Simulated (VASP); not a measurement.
GaN, 4 atoms in the cell. Symmetry: P6_3mc, No. 186, hexagonal system. The conventional cell has a = 3.168 Å, b = 3.168 Å, c = 5.126 Å, α = 90.00°, β = 90.00°, γ = 120.00°. Ga (site symmetry 3m) has 4 N at 1.93 to 1.94 Å within 2.6 Å. Within 2.6 Å of N (site symmetry 3m) lie 4 Ga at 1.93 to 1.94 Å. 

| Property | Result |
| --- | --- |
| Program | VASP 6.6.1 |
| Task | single point |
| Functional | LDA |
| Potentials or basis | VASP PAW LDA potentials, release 64 (Ga_d, N) |
| Cutoff | 520 eV |
| k mesh | 8 × 8 × 5 |
| Occupations | gaussian, width 0.01 eV |
| Spin | no spin polarisation |
| Dipole correction | no |
| Further INCAR settings | ALGO = Normal; EDIFF = 1e-06; NBANDS = 26 |

Potentials or basis: VASP PAW LDA potentials, release 64 (Ga_d, N).

Run with:

```sh
$ cat potpaw_LDA.64/Ga_d/POTCAR potpaw_LDA.64/N/POTCAR > POTCAR
$ mpirun -np 1 vasp_std > vasp.out
```

Hardware: 1 thread of Intel Xeon 8259CL (shared host).

Question: How long does it take, and how much memory?

Answer: It took 55 s on 1 thread of Intel Xeon 8259CL, on a shared host, peak memory 0.16 GiB. Counts: scf iterations 17, k points 30.
